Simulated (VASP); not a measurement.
# Al12Cu6H (a cell with a defect) in VASP: single point with PBE

Aim: the single point of Al12Cu6H (a cell with a defect) with PBE.

Everything below comes from runs of VASP 6.6.1. Logs are shortened: lines on timing, memory, paths and dates and some standing lists are left out, and cuts for length are marked.

## (1) The cell of the first run

The cell holds a defect, 19 atoms: a = 7.082 Å, b = 7.082 Å, c = 7.083 Å, α = 80.41°, β = 60.00°, γ = 70.53°.

## (2) Single point, PBE (with an interstitial atom, then relaxed in part)

The input, INCAR:

```
SYSTEM = Al12Cu6H
PREC = Accurate
ENCUT = 610
EDIFF = 1E-6
ISMEAR = 0
SIGMA = 0.1
LREAL = Auto
LASPH = .TRUE.
NELM = 120
ALGO = Normal
ISIF = 2
LWAVE = .FALSE.
LCHARG = .FALSE.
GGA = PE
NBANDS = 90
GGA_COMPAT = .FALSE.
```

The input, KPOINTS:

```
Automatic mesh
0
G
  1 1 1
  0 0 0
```

The input, POSCAR:

```
Al12Cu6H
1.0
    4.0892560504      0.0000000000      5.7824626538
   -4.0892560504      0.0000000000      5.7824626538
    2.0446280252     -6.1338840756      2.8912313269
Al Cu H
12 6 1
Direct
    0.2736671448      0.1205923234      0.6837656873
    0.4588400227      0.6194241786      0.3338446422
    0.6170791706      0.1252794858      1.0000000000
    0.9574328321      0.1205923234      0.3162343127
    0.7926846649      0.6194241786      0.6661553578
    0.1349057409      0.6204682743      0.0000000000
    0.3829208294      0.8747205142      0.0000000000
    0.5411599773      0.3805758214      0.6661553578
    0.7263328552      0.8794076766      0.3162343127
    0.0425671679      0.8794076766      0.6837656873
    0.8650942591      0.3795317257      0.0000000000
    0.2073153351      0.3805758214      0.3338446422
    0.4243280212      0.7498216310      0.6605633056
    0.5756719788      0.2501783690      0.3394366944
    0.7475873327      0.7443993538      0.0000000000
    0.0848913268      0.7498216310      0.3394366944
    0.9151086732      0.2501783690      0.6605633056
    0.2524126673      0.2556006462      1.0000000000
    0.0000000000      0.0000000000      0.0000000000
```

Potentials or basis: VASP PAW PBE potentials, release 64 (Al, Cu_sv_GW, H).

Run with:

```console
cat potpaw_PBE.64/Al/POTCAR potpaw_PBE.64/Cu_sv_GW/POTCAR potpaw_PBE.64/H/POTCAR > POTCAR
mpirun -np 1 vasp_gam > vasp.out
```

OUTCAR:

```text
SYSTEM = Al12Cu6H
   PREC = Accurate
   ENCUT = 610
   EDIFF = 1E-6
   ISMEAR = 0
   LREAL = Auto
   LASPH = .TRUE.
   NELM = 120
   ISIF = 2
   GGA = PE

 ion  position               nearest neighbor table
   1  0.274  0.121  0.684-  17 2.48  13 2.48  18 2.50  14 2.59  10 2.73  11 2.85   7 2.86  12 2.97
                             8 3.00   9 3.08
   2  0.459  0.619  0.334-  14 2.47  16 2.48  15 2.50  13 2.50  11 2.83  12 2.84   8 2.85   7 2.89
                            10 2.97   9 3.00
   3  0.617  0.125  0.000-  18 2.44  15 2.54  17 2.55  14 2.55   7 2.80   9 2.86  10 2.86   8 2.89
                            12 2.89  11 2.90
   4  0.957  0.121  0.316-  14 2.48  16 2.48  18 2.50  17 2.59   9 2.73  11 2.85   7 2.86   8 2.97
                            12 3.00  10 3.08
   5  0.793  0.619  0.666-  17 2.47  13 2.48  15 2.50  16 2.50  11 2.83   8 2.84  12 2.85   7 2.89
                             9 2.97  10 3.00
   6  0.135  0.620  0.000-  18 2.44  16 2.53  13 2.53  15 2.59  12 2.83   8 2.83  10 2.85   9 2.85
                             7 2.90  11 2.96
   7  0.383  0.875  0.000-  15 2.44  18 2.54  16 2.55  13 2.55   3 2.80   1 2.86   4 2.86   2 2.89
                             5 2.89   6 2.90
   8  0.541  0.381  0.666-  13 2.47  17 2.48  18 2.50  14 2.50   6 2.83   5 2.84   2 2.85   3 2.89
                             4 2.97   1 3.00
   9  0.726  0.879  0.316-  16 2.48  14 2.48  15 2.50  13 2.59   4 2.73   6 2.85   3 2.86   5 2.97
                             2 3.00   1 3.08
  10  0.043  0.879  0.684-  13 2.48  17 2.48  15 2.50  16 2.59   1 2.73   6 2.85   3 2.86   2 2.97
                             5 3.00   4 3.08
  11  0.865  0.380  0.000-  15 2.44  14 2.53  17 2.53  18 2.59   5 2.83   2 2.83   4 2.85   1 2.85
                             3 2.90   6 2.96
  12  0.207  0.381  0.334-  16 2.47  14 2.48  18 2.50  17 2.50   6 2.83   2 2.84   5 2.85   3 2.89
                             1 2.97   4 3.00
  13  0.424  0.750  0.661-   8 2.47  10 2.48   5 2.48   1 2.48   2 2.50   6 2.53   7 2.55   9 2.59

  14  0.576  0.250  0.339-   2 2.47   4 2.48  12 2.48   9 2.48   8 2.50  11 2.53   3 2.55   1 2.59

  15  0.748  0.744  0.000-   7 2.44  11 2.44   2 2.50   5 2.50   9 2.50  10 2.50   3 2.54   6 2.59

  16  0.085  0.750  0.339-  12 2.47   9 2.48   2 2.48   4 2.48   5 2.50   6 2.53   7 2.55  10 2.59

  17  0.915  0.250  0.661-   5 2.47   1 2.48   8 2.48  10 2.48  12 2.50  11 2.53   3 2.55   4 2.59

  18  0.252  0.256  0.000-   3 2.44   6 2.44   8 2.50  12 2.50   1 2.50   4 2.50   7 2.54  11 2.59

  19  0.000  0.000  0.000-

  LATTYP: Found a base centered monoclinic cell.
 ALAT       =     7.0822940767
 B/A-ratio  =     1.7321743518
 C/A-ratio  =     1.0000000000
 COS(beta)  =    -0.3332382256

  Lattice vectors:

 A1 = (  -2.0446280252,   6.1338840756,  -2.8912313269)
 A2 = (  -2.0446280252,  -6.1338840756,  -2.8912313269)
 A3 = (  -4.0892560504,   0.0000000000,   5.7824626538)

Analysis of symmetry for initial positions (statically):
=====================================================================
 Subroutine PRICEL returns:
 Original cell was already a primitive cell.

 Routine SETGRP: Setting up the symmetry group for a
 base centered monoclinic supercell.

 Subroutine GETGRP returns: Found  4 space group operations
 (whereof  4 operations were pure point group operations)
 out of a pool of  4 trial point group operations.

The static configuration has the point symmetry C_2h.

Analysis of symmetry for dynamics (positions and initial velocities):
=====================================================================
 Subroutine PRICEL returns:
 Original cell was already a primitive cell.

 Routine SETGRP: Setting up the symmetry group for a
 base centered monoclinic supercell.

 Subroutine GETGRP returns: Found  4 space group operations
 (whereof  4 operations were pure point group operations)
 out of a pool of  4 trial point group operations.

The dynamic configuration has the point symmetry C_2h.

 Subroutine INISYM returns: Found  4 space group operations
 (whereof  4 operations are pure point group operations),
 and found     1 'primitive' translations

----------------------------------------------------------------------------------------

                                     Primitive cell

  volume of cell :     290.0833

  direct lattice vectors                    reciprocal lattice vectors
     4.089256050  0.000000000  5.782462654     0.122271629  0.081514420  0.086468349
    -4.089256050  0.000000000  5.782462654    -0.122271629  0.000000000  0.086468349
     2.044628025 -6.133884076  2.891231327     0.000000000 -0.163028839  0.000000000

  length of vectors
     7.082294077  7.082294077  7.082672956     0.170504332  0.149756892  0.163028839

  position of ions in fractional coordinates (direct lattice)
     0.273667145  0.120592323  0.683765687
     0.458840023  0.619424179  0.333844642
     0.617079171  0.125279486  0.000000000
     0.957432832  0.120592323  0.316234313
     0.792684665  0.619424179  0.666155358
     0.134905741  0.620468274  0.000000000
[... 11 lines left out ...]
     0.252412667  0.255600646  0.000000000
     0.000000000  0.000000000  0.000000000

  ion indices of the primitive-cell ions
   primitive index   ion index
                 1           1
                 2           2
                 3           3
                 4           4
                 5           5
                 6           6
[... 11 lines left out ...]
                18          18
                19          19

----------------------------------------------------------------------------------------

 KPOINTS: Automatic mesh

Automatic generation of k-mesh.
 Grid dimensions read from file:
 generate k-points for:    1    1    1

 Generating k-lattice:

  Cartesian coordinates                     Fractional coordinates (reciprocal lattice)
     0.122271629  0.081514420  0.086468349     1.000000000  0.000000000 -0.000000000
    -0.122271629  0.000000000  0.086468349     0.000000000  1.000000000  0.000000000
     0.000000000 -0.163028839  0.000000000     0.000000000  0.000000000  1.000000000

  Length of vectors
     0.170504332  0.149756892  0.163028839

  Shift w.r.t. Gamma in fractional coordinates (k-lattice)
     0.000000000  0.000000000  0.000000000

 Subroutine IBZKPT returns following result:
 ===========================================

 Found      1 irreducible k-points:

 Following reciprocal coordinates:
            Coordinates               Weight
  0.000000  0.000000  0.000000      1.000000
   k-points           NKPTS =      1   k-points in BZ     NKDIM =      1   number of bands    NBANDS=     90
   number of dos      NEDOS =    301   number of ions     NIONS =     19
   total plane-waves  NPLWV = 216000
   dimension x,y,z NGX =    60 NGY =   60 NGZ =   60
   dimension x,y,z NGXF=   120 NGYF=  120 NGZF=  120
   ions per type =              12   6   1
   NGX,Y,Z   is equivalent  to a cutoff of  14.08, 14.08, 14.08 a.u.
   NGXF,Y,Z  is equivalent  to a cutoff of  28.17, 28.17, 28.17 a.u.
 SYSTEM =  Al12Cu6H
   PREC   = accura    normal or accurate (medium, high low for compatibility)
   ISTART =      0    job   : 0-new  1-cont  2-samecut
   ICHARG =      2    charge: 1-file 2-atom 10-const
   ISPIN  =      1    spin polarized calculation?
   LNONCOLLINEAR =      F non collinear calculations
   LSORBIT =      F    spin-orbit coupling
   LASPH  =      T    aspherical Exc in radial PAW
   ENCUT  =  610.0 eV  44.83 Ry    6.70 a.u.  14.26 14.26 14.26*2*pi/ulx,y,z
   NELM   =    120;   NELMIN=  2; NELMDL= -5     # of ELM steps
   EDIFF  = 0.1E-05   stopping-criterion for ELM
   LREAL  =      T    real-space projection
   EDIFFG = 0.1E-04   stopping-criterion for IOM
   NSW    =      0    number of steps for IOM
[... 5 lines left out ...]
   TEBEG  =    0.0;   TEEND  =   0.0 temperature during run
   PSTRESS=    0.0 pullay stress
   NELECT =     151.0000    total number of electrons
   NUPDOWN=      -1.0000    fix difference up-down
   EMIN   =  10.00;   EMAX   =-10.00  energy-range for DOS
   EFERMI =   0.00;   METHOD = LEGACY
   ISMEAR =     0;   SIGMA  =   0.10  broadening in eV -4-tet -1-fermi 0-gaus
   EFERMI_NEDOS =   21; number of points for ismear=-14 and -15
   IALGO  =     38    algorithm
   IMIX   =      4    mixing-type and parameters
     AMIX     =   0.40;   BMIX     =  1.00
     AMIX_MAG =   1.60;   BMIX_MAG =  1.00
  volume/ion in A,a.u.               =      15.27       103.03
  Fermi-wavevector in a.u.,A,eV,Ry     =   1.316921  2.488619 23.596309  1.734280
  Thomas-Fermi vector in A             =   2.446998
   LORBIT       =      0    0 simple, 1 ext, 2 COOP (PROOUT), +10 PAW based schemes
   GGA     = PE    functional components
   LHFCALC =     F    Hartree Fock is set to
   AEXX    =    0.0000 exact exchange contribution
   IVDW    =     0    specifies the selected vdW correction
   LEPSILON=     F    determine dielectric tensor
   LRPA    =     F    only Hartree local field effects (RPA)
 non-spin polarized calculation
 Gauss-broadening in eV      SIGMA  =   0.10
  energy-cutoff  :      610.00
  volume of cell :      290.08
 maximum number of plane-waves:      4978
 NGX is ok and might be reduce to    60
   NGX = 29   NGY = 29   NGZ = 29

 number of electron     151.0000021 magnetization

 Free energy of the ion-electron system (eV)
  ---------------------------------------------------
  ext. energy  EPLUGINS =         0.00000000
  ---------------------------------------------------
  free energy    TOTEN  =       -76.10790619 eV

  energy without entropy =      -76.04771914  energy(sigma->0) =      -76.07781266

 E-fermi :   7.6031     XC(G=0): -10.6153

 val. band max:        7.6012963768   @ k =   0.0000   0.0000   0.0000
 cond. band min:       8.4199751986   @ k =   0.0000   0.0000   0.0000
 fundamental gap:      0.8186788218
 Fermi energy:         7.6030780832

 k-point     1 :       0.0000    0.0000    0.0000
  band No.  band energies     occupation
      1    -106.7932      2.00000
      2    -106.7932      2.00000
      3    -106.7930      2.00000
      4    -106.7930      2.00000
      5    -106.7145      2.00000
      6    -106.7144      2.00000
[... 79 lines left out ...]
     86       9.9399      0.00000
     87      10.1040      0.00000
 [bands above 87 left out]

------------------------ aborting loop because EDIFF is reached ----------------------------------------

  FORCE on cell =-STRESS in cart. coord.  units (eV):
  Direction    XX          YY          ZZ          XY          YZ          ZX
  --------------------------------------------------------------------------------------
  -------------------------------------------------------------------------------------
  Total       18.3198493    -10.7723231    -15.7534389      0.0000000      0.0000000      0.7037174
  in kB      101.1835187    -59.4972992    -87.0088153      0.0000000      0.0000000      3.8867461
  external PRESSURE =     -15.1075319 kB  Pullay stress =       0.0000000 kB

 VOLUME and BASIS-vectors are now :
 -----------------------------------------------------------------------------
  energy-cutoff  :      610.00
  volume of cell :      290.08
      direct lattice vectors                 reciprocal lattice vectors
     4.089256050  0.000000000  5.782462654     0.122271629  0.081514420  0.086468349
    -4.089256050  0.000000000  5.782462654    -0.122271629  0.000000000  0.086468349
     2.044628025 -6.133884076  2.891231327     0.000000000 -0.163028839  0.000000000

 POSITION                                       TOTAL-FORCE (eV/Angst)
 -----------------------------------------------------------------------------------
      2.02401     -4.19414      4.25672        -0.006221      0.005364     -0.006056
      0.02592     -2.04776      7.20024        -0.013464      0.004163     -0.015457
      2.01109      0.00000      4.29266         0.001660      0.000000     -0.009505
      4.06864     -1.93974      7.14795        -0.006221     -0.005364     -0.006056
      2.07055     -4.08612     10.09148        -0.013464     -0.004163     -0.015457
     -1.98559      0.00000      4.36792        -0.004589      0.000000     -0.011191
[... 11 lines left out ...]
     -0.01304      0.00000      2.93757        -0.003297      0.000000     -0.008143
      0.00000      0.00000      0.00000         0.000000      0.000000      0.000000
 -----------------------------------------------------------------------------------
    total drift:                               -0.000000      0.000000     -0.000000

  FREE ENERGIE OF THE ION-ELECTRON SYSTEM (eV)
  ---------------------------------------------------
  free  energy   TOTEN  =       -76.1079061900 eV

  energy  without entropy=      -76.0477191394  energy(sigma->0) =      -76.07781266
```

It took 3 min on 1 thread of Intel Xeon Platinum 8259CL at 2.50GHz (Skylake/Cascade Lake), shared host; peak memory 0.48 GiB.

Results:

- Free energy: -76.1079 eV
- Pressure: -1.5 GPa
- Largest force: 0.021 eV/Å
- Band gap on the k mesh: zero (an odd number of electrons rules out a gap without spin polarisation)

Forces in eV/Å, atoms in the order of the input:
```
Al  -0.006  0.005 -0.006
Al  -0.013  0.004 -0.015
Al   0.002  0.000 -0.010
Al  -0.006 -0.005 -0.006
Al  -0.013 -0.004 -0.015
Al  -0.005  0.000 -0.011
Al  -0.002  0.000  0.010
Al   0.013 -0.004  0.015
Al   0.006 -0.005  0.006
Al   0.006  0.005  0.006
Al   0.005  0.000  0.011
Al   0.013  0.004  0.015
Cu   0.002 -0.001  0.002
Cu  -0.002  0.001 -0.002
Cu   0.003  0.000  0.008
Cu   0.002  0.001  0.002
Cu  -0.002 -0.001 -0.002
Cu  -0.003  0.000 -0.008
H    0.000  0.000  0.000
```

Stress tensor (GPa, compression positive):
```
10.12  0.00  0.39
 0.00 -5.95  0.00
 0.39  0.00 -8.70
```

Caveat: the k points lie up to 1.07 Å⁻¹ apart, too coarse for converged energies and pressures of a metal; the cell differs from its parent crystal (with an interstitial atom, then relaxed in part).

The gap in the log of VASP goes by the Fermi energy; the results here count the filled bands.